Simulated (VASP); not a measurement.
# B (Fd-3m) in VASP: density of states with PBE

Aim: the density of states of B with PBE.

Program: VASP 6.6.1. These are calculated values, not measurements. Logs are shortened: lines on timing, memory, paths and dates and some standing lists are left out, and cuts for length are marked.

### Step 1. The cell of the first run

Symmetry: Fd-3m, No. 227, cubic system. Conventional cell: a = 4.082 Å, b = 4.082 Å, c = 4.082 Å, α = 90.00°, β = 90.00°, γ = 90.00°. B (site symmetry -43m) has 4 B at 1.77 Å within 2.3 Å.

### Step 2. Density of states, PBE

File POSCAR:

```
B
1.0
    0.0000000000      2.0411840000      2.0411840000
    2.0411840000      0.0000000000      2.0411840000
    2.0411840000      2.0411840000      0.0000000000
B
2
Direct
    0.0000000000      0.0000000000      0.0000000000
    0.2500000000      0.2500000000      0.2500000000
```

File INCAR.step1:

```
PREC     = Accurate       # precision mode
ENCUT    = 420            # plane-wave cutoff, eV
EDIFF    = 1E-6           # SCF threshold, eV
ISMEAR   = -1             # smearing method
SIGMA    = 0.1            # smearing width, eV
LREAL    = F              # projectors in reciprocal space
LASPH    = T              # aspherical terms in the spheres
NELM     = 120            # most SCF steps
ALGO     = Normal         # electronic algorithm
ISIF     = 2              # what is computed and relaxed
LWAVE    = F              # write WAVECAR
LCHARG   = T              # write CHGCAR
GGA      = PE             # functional
NBANDS   = 10             # bands
GGA_COMPAT= F            
NEDOS    = 2001           # points of the DOS
LORBIT   = 11             # projections on sites
```

File KPOINTS.step1:

```
Automatic mesh
0
Gamma
  14 14 14
```

File INCAR.step2:

```
PREC     = Accurate       # precision mode
ENCUT    = 420            # plane-wave cutoff, eV
EDIFF    = 1E-6           # SCF threshold, eV
ISMEAR   = -5             # smearing method
SIGMA    = 0.1            # smearing width, eV
LREAL    = F              # projectors in reciprocal space
LASPH    = T              # aspherical terms in the spheres
NELM     = 120            # most SCF steps
ALGO     = Normal         # electronic algorithm
ISIF     = 2              # what is computed and relaxed
LWAVE    = F              # write WAVECAR
LCHARG   = F              # write CHGCAR
GGA      = PE             # functional
LORBIT   = 11             # projections on sites
NEDOS    = 2001           # points of the DOS
ICHARG   = 11             # starting density
GGA_COMPAT= F
```

File KPOINTS.step2:

```
Automatic mesh
0
Gamma
  21 21 21
```

Potentials or basis: VASP PAW PBE potentials, release 64 (B).

Launch:

```sh
cat potpaw_PBE.64/B/POTCAR > POTCAR
cp INCAR.step1 INCAR
cp KPOINTS.step1 KPOINTS
mpirun -np 1 vasp_std > vasp.out
cp INCAR.step2 INCAR
cp KPOINTS.step2 KPOINTS
mpirun -np 1 vasp_std > vasp.out
```

OUTCAR:

```text
PREC = Accurate
   ENCUT = 420
   EDIFF = 1E-6
   ISMEAR = -5
   LREAL = F
   LASPH = T
   NELM = 120
   ISIF = 2
   GGA = PE
   LORBIT = 11
   ICHARG = 11

 ion  position               nearest neighbor table
   1  0.000  0.000  0.000-   2 1.77   2 1.77   2 1.77   2 1.77
   2  0.250  0.250  0.250-   1 1.77   1 1.77   1 1.77   1 1.77

  LATTYP: Found a face centered cubic cell.
 ALAT       =     4.0823680000

  Lattice vectors:

 A1 = (   0.0000000000,   2.0411840000,   2.0411840000)
 A2 = (   2.0411840000,   0.0000000000,   2.0411840000)
 A3 = (   2.0411840000,   2.0411840000,   0.0000000000)

Analysis of symmetry for initial positions (statically):
=====================================================================
 Subroutine PRICEL returns:
 Original cell was already a primitive cell.

 Routine SETGRP: Setting up the symmetry group for a
 face centered cubic supercell.

 Subroutine GETGRP returns: Found 48 space group operations
 (whereof 24 operations were pure point group operations)
 out of a pool of 48 trial point group operations.

The static configuration has the point symmetry T_d .
 The point group associated with its full space group is O_h .

Analysis of symmetry for dynamics (positions and initial velocities):
=====================================================================
 Subroutine PRICEL returns:
 Original cell was already a primitive cell.

 Routine SETGRP: Setting up the symmetry group for a
 face centered cubic supercell.

 Subroutine GETGRP returns: Found 48 space group operations
 (whereof 24 operations were pure point group operations)
 out of a pool of 48 trial point group operations.

The dynamic configuration has the point symmetry T_d .
 The point group associated with its full space group is O_h .

 Subroutine INISYM returns: Found 48 space group operations
 (whereof 24 operations are pure point group operations),
 and found     1 'primitive' translations

----------------------------------------------------------------------------------------

                                     Primitive cell

  volume of cell :      17.0089

  direct lattice vectors                    reciprocal lattice vectors
     0.000000000  2.041184000  2.041184000    -0.244955869  0.244955869  0.244955869
     2.041184000  0.000000000  2.041184000     0.244955869 -0.244955869  0.244955869
     2.041184000  2.041184000  0.000000000     0.244955869  0.244955869 -0.244955869

  length of vectors
     2.886670096  2.886670096  2.886670096     0.424276010  0.424276010  0.424276010

  position of ions in fractional coordinates (direct lattice)
     0.000000000  0.000000000  0.000000000
     0.250000000  0.250000000  0.250000000

  ion indices of the primitive-cell ions
   primitive index   ion index
                 1           1
                 2           2

----------------------------------------------------------------------------------------

 KPOINTS: Automatic mesh

Automatic generation of k-mesh.
 Grid dimensions read from file:
 generate k-points for:   21   21   21

 Generating k-lattice:

  Cartesian coordinates                     Fractional coordinates (reciprocal lattice)
    -0.011664565  0.011664565  0.011664565     0.047619048  0.000000000  0.000000000
     0.011664565 -0.011664565  0.011664565     0.000000000  0.047619048  0.000000000
     0.011664565  0.011664565 -0.011664565     0.000000000  0.000000000  0.047619048

  Length of vectors
     0.020203620  0.020203620  0.020203620

  Shift w.r.t. Gamma in fractional coordinates (k-lattice)
     0.000000000  0.000000000  0.000000000

 TETIRR: Found   1276 inequivalent tetrahedra from    55566

 Subroutine IBZKPT returns following result:
 ===========================================

 Found    286 irreducible k-points:

 Following reciprocal coordinates:
            Coordinates               Weight
  0.000000  0.000000  0.000000      1.000000
  0.047619  0.000000  0.000000      8.000000
  0.095238  0.000000  0.000000      8.000000
  0.142857  0.000000  0.000000      8.000000
  0.190476  0.000000  0.000000      8.000000
  0.238095  0.000000  0.000000      8.000000
[... 16 lines left out ...]
 -0.428571  0.047619  0.000000     24.000000
 -0.380952  0.047619  0.000000     24.000000
 [... further k-points ...]
   k-points           NKPTS =    286   k-points in BZ     NKDIM =    286   number of bands    NBANDS=      7
   number of dos      NEDOS =   2001   number of ions     NIONS =      2
   total plane-waves  NPLWV =   8000
   dimension x,y,z NGX =    20 NGY =   20 NGZ =   20
   dimension x,y,z NGXF=    40 NGYF=   40 NGZF=   40
   ions per type =               2
   NGX,Y,Z   is equivalent  to a cutoff of  11.52, 11.52, 11.52 a.u.
   NGXF,Y,Z  is equivalent  to a cutoff of  23.04, 23.04, 23.04 a.u.
 SYSTEM =  unknown system
   PREC   = accura    normal or accurate (medium, high low for compatibility)
   ISTART =      0    job   : 0-new  1-cont  2-samecut
   ICHARG =     11    charge: 1-file 2-atom 10-const
   ISPIN  =      1    spin polarized calculation?
   LNONCOLLINEAR =      F non collinear calculations
   LSORBIT =      F    spin-orbit coupling
   LASPH  =      T    aspherical Exc in radial PAW
   ENCUT  =  420.0 eV  30.87 Ry    5.56 a.u.   4.82  4.82  4.82*2*pi/ulx,y,z
   NELM   =    120;   NELMIN=  2; NELMDL=  0     # of ELM steps
   EDIFF  = 0.1E-05   stopping-criterion for ELM
   LREAL  =      F    real-space projection
   EDIFFG = 0.1E-04   stopping-criterion for IOM
   NSW    =      0    number of steps for IOM
   IBRION =     -1    ionic relax: 0-MD 1-quasi-New 2-CG
   NFREE  =      0    steps in history (QN), initial steepest desc. (CG)
   ISIF   =      2    stress and relaxation
   ISYM   =      2    0-nonsym 1-usesym 2-fastsym
   POTIM  = 0.5000    time-step for ionic-motion
   TEBEG  =    0.0;   TEEND  =   0.0 temperature during run
   PSTRESS=    0.0 pullay stress
   NELECT =       6.0000    total number of electrons
   NUPDOWN=      -1.0000    fix difference up-down
   EMIN   =  10.00;   EMAX   =-10.00  energy-range for DOS
   EFERMI =   0.00;   METHOD = LEGACY
   ISMEAR =    -5;   SIGMA  =   0.10  broadening in eV -4-tet -1-fermi 0-gaus
   EFERMI_NEDOS =   21; number of points for ismear=-14 and -15
   IALGO  =     38    algorithm
   IMIX   =      4    mixing-type and parameters
     AMIX     =   0.40;   BMIX     =  1.00
     AMIX_MAG =   1.60;   BMIX_MAG =  1.00
  volume/ion in A,a.u.               =       8.50        57.39
  Fermi-wavevector in a.u.,A,eV,Ry     =   1.156733  2.185908 18.205017  1.338031
  Thomas-Fermi vector in A             =   2.293351
   LORBIT       =     11    0 simple, 1 ext, 2 COOP (PROOUT), +10 PAW based schemes
   GGA     = PE    functional components
   LHFCALC =     F    Hartree Fock is set to
   AEXX    =    0.0000 exact exchange contribution
   IVDW    =     0    specifies the selected vdW correction
   LEPSILON=     F    determine dielectric tensor
   LRPA    =     F    only Hartree local field effects (RPA)
 non-spin polarized calculation
 Fermi weights with tetrahedron method with Bloechl corrections
  energy-cutoff  :      420.00
  volume of cell :       17.01
 maximum number of plane-waves:       343

 number of electron       6.0000000 magnetization

 Free energy of the ion-electron system (eV)
  ---------------------------------------------------
  ext. energy  EPLUGINS =         0.00000000
  ---------------------------------------------------
  free energy    TOTEN  =       -11.51087087 eV

  energy without entropy =      -11.51087087  energy(sigma->0) =      -11.51087087

 E-fermi :   3.5799     XC(G=0): -11.1072

 val. band max:        3.5500657283   @ k =   0.4762   0.2381   0.0000
 cond. band min:       3.5301467074   @ k =   0.3333   0.2381   0.0952
 fundamental gap:     -0.0199190210
 Fermi energy:         3.5798726457

 k-point     1 :       0.0000    0.0000    0.0000
  band No.  band energies     occupation
      1      -9.1327      2.00000
      2       7.5385      0.00000
      3       7.5385      0.00000
      4       7.5385      0.00000
      5      11.6427      0.00000
      6      11.6427      0.00000
      7      11.6427      0.00000

 k-point     2 :       0.0476    0.0000    0.0000
  band No.  band energies     occupation
      1      -9.0842      2.00000
      2       7.1672      0.00000
      3       7.4406      0.00000
      4       7.4406      0.00000
      5      11.7708      0.00000
      6      11.7708      0.00000
      7      11.8987      0.00000

 k-point     3 :       0.0952    0.0000    0.0000
  band No.  band energies     occupation
      1      -8.9389      2.00000
      2       6.2646      0.00000
      3       7.1862      0.00000
      4       7.1862      0.00000
      5      12.1068      0.00000
      6      12.1068      0.00000
      7      12.4634      0.00000

 k-point     4 :       0.1429    0.0000    0.0000
  band No.  band energies     occupation
      1      -8.6972      2.00000
      2       5.1136      0.00000
      3       6.8517      0.00000
      4       6.8517      0.00000
      5      12.5470      0.00000
      6      12.5470      0.00000
      7      13.0771      0.00000

 k-point     5 :       0.1905    0.0000    0.0000
  band No.  band energies     occupation
      1      -8.3597      2.00000
      2       3.8609      0.42222
      3       6.4988      0.00000
      4       6.4988      0.00000
      5      12.9880      0.00000
      6      12.9880      0.00000
      7      13.6294      0.00000
[... 161 lines left out ...]
 k-point    22 :      -0.4762    0.0476    0.0000
  band No.  band energies     occupation
      1      -4.3830      2.00000
      2      -3.2251      2.00000
      3       5.0413      0.00000
      4       5.1811      0.00000
      5      13.6195      0.00000
      6      13.8352      0.00000
      7      15.3049      0.00000

 k-point    23 :      -0.4286    0.0476    0.0000
  band No.  band energies     occupation
      1      -5.0167      2.00000
      2      -2.4837      2.00000
      3       5.0088      0.00000
      4       5.2982      0.00000
      5      13.7168      0.00000
      6      13.7655      0.00000
      7      15.2554      0.00000

 k-point    24 :      -0.3810    0.0476    0.0000
  band No.  band energies     occupation
      1      -5.7959      2.00000
      2      -1.4371      2.00000
      3       5.0422      0.00000
      4       5.4754      0.00000
      5      13.7003      0.00000
      6      13.8260      0.00000
      7      15.1356      0.00000

 [... further k-points ...]

------------------------ aborting loop because EDIFF is reached ----------------------------------------

  FORCE on cell =-STRESS in cart. coord.  units (eV):
  Direction    XX          YY          ZZ          XY          YZ          ZX
  --------------------------------------------------------------------------------------
  -------------------------------------------------------------------------------------
  Total       -0.4020371     -0.4020371     -0.4020371     -0.0000000      0.0000000      0.0000000
  in kB      -37.8704330    -37.8704330    -37.8704330     -0.0000000      0.0000000      0.0000000
  external PRESSURE =     -37.8704330 kB  Pullay stress =       0.0000000 kB

 VOLUME and BASIS-vectors are now :
 -----------------------------------------------------------------------------
  energy-cutoff  :      420.00
  volume of cell :       17.01
      direct lattice vectors                 reciprocal lattice vectors
     0.000000000  2.041184000  2.041184000    -0.244955869  0.244955869  0.244955869
     2.041184000  0.000000000  2.041184000     0.244955869 -0.244955869  0.244955869
     2.041184000  2.041184000  0.000000000     0.244955869  0.244955869 -0.244955869

 POSITION                                       TOTAL-FORCE (eV/Angst)
 -----------------------------------------------------------------------------------
      0.00000      0.00000      0.00000        -0.000000     -0.000000     -0.000000
      1.02059      1.02059      1.02059         0.000000      0.000000      0.000000
 -----------------------------------------------------------------------------------
    total drift:                                0.000000      0.000000      0.000000

  FREE ENERGIE OF THE ION-ELECTRON SYSTEM (eV)
  ---------------------------------------------------
  free  energy   TOTEN  =       -11.5108708656 eV

  energy  without entropy=      -11.5108708656  energy(sigma->0) =      -11.51087087

 total charge

# of ion       s       p       d       tot
------------------------------------------
    1        0.756   1.100   0.000   1.856
    2        0.756   1.100   0.000   1.856
--------------------------------------------------
tot          1.512   2.199   0.000   3.711
```

It took 13 s on 1 thread of AMD EPYC 9R45 (Zen 5), shared host; peak memory 0.1 GiB.

Results:

- Valence electrons inside the program's atomic spheres: B 1.86

Levels at points of the mesh, in eV from the Fermi level:
```csv
k point,band 1,band 2,band 3,band 4,band 5,band 6
"(0.00, 0.00, 0.00)",-12.71,3.96,3.96,3.96,8.06,8.06
```

Caveat: tetrahedron occupations give inexact forces and stress in metals.
